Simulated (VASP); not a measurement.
Crystal: Hf2N.

```
Hf N
1.0
     5.31312    0.00000    0.00000
     0.00000    5.31312    0.00000
     0.00000    0.00000    3.24210
Hf N
4 2
Direct
  0.29554 0.29554 0.00000
  0.70446 0.70446 0.00000
  0.79554 0.20446 0.50000
  0.20446 0.79554 0.50000
  0.00000 0.00000 0.00000
  0.50000 0.50000 0.50000
```

Base run:

```yaml
Program: VASP 6.6.1
Functional: PBEsol
Potentials_or_basis: VASP PAW PBE potentials, release 64 (Hf_pv, N)
Cutoff: 520 eV
k_mesh: 8 × 8 × 12
Occupations: gaussian, width 0.05 eV
Spin: no spin polarisation
```

Its results: pressure -3.3 GPa; largest force 0.008 eV/Å.

The run is repeated on the same cell with these changes: k mesh from 8 × 8 × 12 to 1 × 1 × 1; occupations from gaussian, width 0.05 eV to gaussian, width 0.1 eV. What comes out?

Pressure 8.4 GPa; largest force 0.710 eV/Å.

Caveats: some runs use coarse meshes; the PAW data sets were made with another functional, which shifts forces and pressure a little.
